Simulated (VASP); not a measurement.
# Ti (P6_3/mmc) in VASP: single point with PBEsol+D3(BJ)

Aim: the single point of Ti with PBEsol+D3(BJ).

Program: VASP 6.6.1. These are calculated values, not measurements. Logs are shortened: lines on timing, memory, paths and dates and some standing lists are left out, and cuts for length are marked.

## (1) The cell of the first run

It takes space group P6_3/mmc (No. 194, hexagonal). Conventional cell: a = 2.900 Å, b = 2.900 Å, c = 4.600 Å, α = 90.00°, β = 90.00°, γ = 120.00°. Within 3.7 Å of Ti (site symmetry -6m2) lie 12 Ti at 2.84 to 2.90 Å.

## (2) Single point, PBEsol+D3(BJ)

Input file INCAR:

```
SYSTEM = Ti
PREC = Accurate
ENCUT = 500
EDIFF = 1E-6
ISMEAR = 0
SIGMA = 0.1
LREAL = .FALSE.
LASPH = .TRUE.
NELM = 120
ALGO = Normal
ISIF = 2
LWAVE = .FALSE.
LCHARG = .TRUE.
GGA = PS
IVDW = 12
LELF = .TRUE.
LVHAR = .TRUE.
NBANDS = 19
GGA_COMPAT = .FALSE.
```

Input file KPOINTS:

```
regular mesh
0
G
  9 9 4
  0 0 0
```

Input file POSCAR:

```
Ti
1.0
    2.9000000000      0.0000000000      0.0000000000
   -1.4500000000      2.5114737000      0.0000000000
    0.0000000000      0.0000000000      4.6000000000
Ti
2
Direct
    0.3333333000      0.6666667000      0.2500000000
    0.6666667000      0.3333333000      0.7500000000
```

Potentials or basis: VASP PAW PBE potentials, release 64 (Ti_sv).

Started as:

```
> cat potpaw_PBE.64/Ti_sv/POTCAR > POTCAR
> mpirun -np 1 vasp_std > vasp.out
```

OUTCAR:

```text
SYSTEM = Ti
   PREC = Accurate
   ENCUT = 500
   EDIFF = 1E-6
   ISMEAR = 0
   LREAL = .FALSE.
   LASPH = .TRUE.
   NELM = 120
   ISIF = 2
   GGA = PS
   IVDW = 12
 IVDW          = 12

 ion  position               nearest neighbor table
   1  0.333  0.667  0.250-   2 2.84   2 2.84   2 2.84   2 2.84   2 2.84   2 2.84
   2  0.667  0.333  0.750-   1 2.84   1 2.84   1 2.84   1 2.84   1 2.84   1 2.84

  LATTYP: Found a hexagonal cell.
 ALAT       =     2.9000000000
 C/A-ratio  =     1.5862068966

  Lattice vectors:

 A1 = (   2.9000000000,   0.0000000000,   0.0000000000)
 A2 = (  -1.4500000000,   2.5114737000,   0.0000000000)
 A3 = (   0.0000000000,   0.0000000000,   4.6000000000)

Analysis of symmetry for initial positions (statically):
=====================================================================
 Subroutine PRICEL returns:
 Original cell was already a primitive cell.

 Routine SETGRP: Setting up the symmetry group for a
 hexagonal supercell.

 Subroutine GETGRP returns: Found 24 space group operations
 (whereof 12 operations were pure point group operations)
 out of a pool of 24 trial point group operations.

The static configuration has the point symmetry D_3d.
 The point group associated with its full space group is D_6h.

Analysis of symmetry for dynamics (positions and initial velocities):
=====================================================================
 Subroutine PRICEL returns:
 Original cell was already a primitive cell.

 Routine SETGRP: Setting up the symmetry group for a
 hexagonal supercell.

 Subroutine GETGRP returns: Found 24 space group operations
 (whereof 12 operations were pure point group operations)
 out of a pool of 24 trial point group operations.

The dynamic configuration has the point symmetry D_3d.
 The point group associated with its full space group is D_6h.

 Subroutine INISYM returns: Found 24 space group operations
 (whereof 12 operations are pure point group operations),
 and found     1 'primitive' translations

----------------------------------------------------------------------------------------

                                     Primitive cell

  volume of cell :      33.5031

  direct lattice vectors                    reciprocal lattice vectors
     2.900000000  0.000000000  0.000000000     0.344827586  0.199086297  0.000000000
    -1.450000000  2.511473700  0.000000000     0.000000000  0.398172595  0.000000000
     0.000000000  0.000000000  4.600000000     0.000000000  0.000000000  0.217391304

  length of vectors
     2.900000000  2.900000025  4.600000000     0.398172598  0.398172595  0.217391304

  position of ions in fractional coordinates (direct lattice)
     0.333333300  0.666666700  0.250000000
     0.666666700  0.333333300  0.750000000

  ion indices of the primitive-cell ions
   primitive index   ion index
                 1           1
                 2           2

----------------------------------------------------------------------------------------

 KPOINTS: regular mesh

Automatic generation of k-mesh.
 Grid dimensions read from file:
 generate k-points for:    9    9    4

 Generating k-lattice:

  Cartesian coordinates                     Fractional coordinates (reciprocal lattice)
     0.038314176  0.022120700  0.000000000     0.111111111  0.000000000  0.000000000
     0.000000000  0.044241399  0.000000000     0.000000000  0.111111111  0.000000000
     0.000000000  0.000000000  0.054347826     0.000000000  0.000000000  0.250000000

  Length of vectors
     0.044241400  0.044241399  0.054347826

  Shift w.r.t. Gamma in fractional coordinates (k-lattice)
     0.000000000  0.000000000  0.000000000

 Subroutine IBZKPT returns following result:
 ===========================================

 Found     36 irreducible k-points:

 Following reciprocal coordinates:
            Coordinates               Weight
  0.000000  0.000000  0.000000      1.000000
  0.111111 -0.000000  0.000000      6.000000
  0.222222  0.000000  0.000000      6.000000
  0.333333  0.000000  0.000000      6.000000
  0.444444  0.000000  0.000000      6.000000
  0.111111  0.111111  0.000000      6.000000
[... 16 lines left out ...]
  0.333333  0.222222  0.250000     24.000000
  0.333333  0.333333  0.250000      4.000000
 [... further k-points ...]
   k-points           NKPTS =     36   k-points in BZ     NKDIM =     36   number of bands    NBANDS=     19
   number of dos      NEDOS =    301   number of ions     NIONS =      2
   total plane-waves  NPLWV =  20736
   dimension x,y,z NGX =    24 NGY =   24 NGZ =   36
   dimension x,y,z NGXF=    48 NGYF=   48 NGZF=   72
   ions per type =               2
   NGX,Y,Z   is equivalent  to a cutoff of  13.76, 13.76, 13.01 a.u.
   NGXF,Y,Z  is equivalent  to a cutoff of  27.52, 27.52, 26.02 a.u.
 SYSTEM =  Ti
   PREC   = accura    normal or accurate (medium, high low for compatibility)
   ISTART =      0    job   : 0-new  1-cont  2-samecut
   ICHARG =      2    charge: 1-file 2-atom 10-const
   ISPIN  =      1    spin polarized calculation?
   LNONCOLLINEAR =      F non collinear calculations
   LSORBIT =      F    spin-orbit coupling
   LASPH  =      T    aspherical Exc in radial PAW
   ENCUT  =  500.0 eV  36.75 Ry    6.06 a.u.   5.29  5.29  8.39*2*pi/ulx,y,z
   NELM   =    120;   NELMIN=  2; NELMDL= -5     # of ELM steps
   EDIFF  = 0.1E-05   stopping-criterion for ELM
   LREAL  =      F    real-space projection
   EDIFFG = 0.1E-04   stopping-criterion for IOM
   NSW    =      0    number of steps for IOM
   IBRION =     -1    ionic relax: 0-MD 1-quasi-New 2-CG
   NFREE  =      0    steps in history (QN), initial steepest desc. (CG)
   ISIF   =      2    stress and relaxation
   ISYM   =      2    0-nonsym 1-usesym 2-fastsym
   POTIM  = 0.5000    time-step for ionic-motion
   TEBEG  =    0.0;   TEEND  =   0.0 temperature during run
   PSTRESS=    0.0 pullay stress
   NELECT =      24.0000    total number of electrons
   NUPDOWN=      -1.0000    fix difference up-down
   EMIN   =  10.00;   EMAX   =-10.00  energy-range for DOS
   EFERMI =   0.00;   METHOD = LEGACY
   ISMEAR =     0;   SIGMA  =   0.10  broadening in eV -4-tet -1-fermi 0-gaus
   EFERMI_NEDOS =   21; number of points for ismear=-14 and -15
   IALGO  =     38    algorithm
   IMIX   =      4    mixing-type and parameters
     AMIX     =   0.40;   BMIX     =  1.00
     AMIX_MAG =   1.60;   BMIX_MAG =  1.00
  volume/ion in A,a.u.               =      16.75       113.04
  Fermi-wavevector in a.u.,A,eV,Ry     =   1.464818  2.768105 29.193921  2.145693
  Thomas-Fermi vector in A             =   2.580749
   LORBIT       =      0    0 simple, 1 ext, 2 COOP (PROOUT), +10 PAW based schemes
   GGA     = PS    functional components
   LHFCALC =     F    Hartree Fock is set to
   AEXX    =    0.0000 exact exchange contribution
   IVDW    =    12    specifies the selected vdW correction
   LEPSILON=     F    determine dielectric tensor
   LRPA    =     F    only Hartree local field effects (RPA)
 non-spin polarized calculation
 Gauss-broadening in eV      SIGMA  =   0.10
  energy-cutoff  :      500.00
  volume of cell :       33.50
 maximum number of plane-waves:       860
 NGX is ok and might be reduce to    24
   NGX = 11   NGY = 11   NGZ = 17

 number of electron      23.9999999 magnetization

 Free energy of the ion-electron system (eV)
  ---------------------------------------------------
  ext. energy  EPLUGINS =         0.00000000
  ---------------------------------------------------
  free energy    TOTEN  =       -16.69346436 eV

  energy without entropy =      -16.68535211  energy(sigma->0) =      -16.68940824

 E-fermi :   8.5613     XC(G=0): -11.8095

 val. band max:        8.4948603990   @ k =   0.1111   0.1111   0.2500
 cond. band min:       8.5673787469   @ k =   0.2222   0.2222   0.5000
 fundamental gap:      0.0725183479
 Fermi energy:         8.5613062118

 k-point     1 :       0.0000    0.0000    0.0000
  band No.  band energies     occupation
      1     -47.9749      2.00000
      2     -47.8142      2.00000
      3     -24.7093      2.00000
      4     -23.9815      2.00000
      5     -23.9815      2.00000
      6     -23.9041      2.00000
[... 11 lines left out ...]
     18      10.2830      0.00000
     19      11.8942      0.00000

 k-point     2 :       0.1111   -0.0000    0.0000
  band No.  band energies     occupation
      1     -47.9608      2.00000
      2     -47.8086      2.00000
      3     -24.6787      2.00000
      4     -24.0442      2.00000
      5     -24.0022      2.00000
      6     -23.9333      2.00000
[... 11 lines left out ...]
     18      10.1400      0.00000
     19      11.9946      0.00000

 k-point     3 :       0.2222    0.0000    0.0000
  band No.  band energies     occupation
      1     -47.9236      2.00000
      2     -47.7958      2.00000
      3     -24.5947      2.00000
      4     -24.2044      2.00000
      5     -24.0915      2.00000
      6     -24.0520      2.00000
[... 11 lines left out ...]
     18      10.7575      0.00000
     19      12.1648      0.00000

 k-point     4 :       0.3333    0.0000    0.0000
  band No.  band energies     occupation
      1     -47.8773      2.00000
      2     -47.7848      2.00000
      3     -24.4800      2.00000
      4     -24.3884      2.00000
      5     -24.2624      2.00000
      6     -24.1057      2.00000
[... 407 lines left out ...]
     18      12.1524      0.00000
     19      12.7669      0.00000

 k-point    23 :       0.3333    0.2222    0.2500
  band No.  band energies     occupation
      1     -47.8168      2.00000
      2     -47.7912      2.00000
      3     -24.5051      2.00000
      4     -24.4398      2.00000
      5     -24.2927      2.00000
      6     -24.1659      2.00000
[... 11 lines left out ...]
     18      12.2628      0.00000
     19      13.8513      0.00000

 k-point    24 :       0.3333    0.3333    0.2500
  band No.  band energies     occupation
      1     -47.7989      2.00000
      2     -47.7989      2.00000
      3     -24.4313      2.00000
      4     -24.4313      2.00000
      5     -24.3845      2.00000
      6     -24.2001      2.00000
[... 11 lines left out ...]
     18      11.8744      0.00000
     19      15.4227      0.00000

 [... further k-points ...]

------------------------ aborting loop because EDIFF is reached ----------------------------------------

 Edisp (eV)   -1.24431

 E8    (eV) :    -0.8707

  FORCE on cell =-STRESS in cart. coord.  units (eV):
  Direction    XX          YY          ZZ          XY          YZ          ZX
  --------------------------------------------------------------------------------------
  -------------------------------------------------------------------------------------
  Total      -1.30142    -1.30142    -1.54965     0.00000    -0.00000     0.00000
  in kB     -62.23635   -62.23635   -74.10709     0.00000    -0.00000     0.00000
  external pressure =      -66.19 kB  Pullay stress =        0.00 kB

 VOLUME and BASIS-vectors are now :
 -----------------------------------------------------------------------------
  energy-cutoff  :      500.00
  volume of cell :       33.50
      direct lattice vectors                 reciprocal lattice vectors
     2.900000000  0.000000000  0.000000000     0.344827586  0.199086297  0.000000000
    -1.450000000  2.511473700  0.000000000     0.000000000  0.398172595  0.000000000
     0.000000000  0.000000000  4.600000000     0.000000000  0.000000000  0.217391304

 POSITION                                       TOTAL-FORCE (eV/Angst)
 -----------------------------------------------------------------------------------
     -0.00000      1.67432      1.15000         0.000000      0.000000      0.000000
      1.45000      0.83716      3.45000        -0.000000     -0.000000      0.000000
 -----------------------------------------------------------------------------------
    total drift:                               -0.000091      0.000053     -0.000002

  FREE ENERGIE OF THE ION-ELECTRON SYSTEM (eV)
  ---------------------------------------------------
  free  energy   TOTEN  =       -17.9377716336 eV

  energy  without entropy=      -17.9296593789  energy(sigma->0) =      -17.93371551
```

It took 13 s on 1 thread of Intel Xeon Platinum 8488C (Sapphire Rapids), shared host; peak memory 0.16 GiB.

Results:

* Free energy: -17.9378 eV
* Pressure: -6.6 GPa
* Band gap on the k mesh: zero (band 12 reaches 9.39 eV, above the bottom of band 13 at 8.40 eV)
* Dispersion energy per atom: -0.622 eV

Levels at points of the mesh, in eV from the Fermi level:
```csv
k point,band 9,band 10,band 11,band 12,band 13,band 14,band 15,band 16
"(0.00, 0.00, 0.00)",-6.26,-2.75,0.83,0.83,0.90,0.94,1.35,1.35
"(0.00, 0.00, 0.50)",-4.36,-4.36,0.11,0.11,0.73,0.73,0.73,0.73
```

Caveat: the PAW data sets were made with another functional, which shifts forces and pressure a little; pairwise dispersion overbinds metals, which lowers pressure and volume.
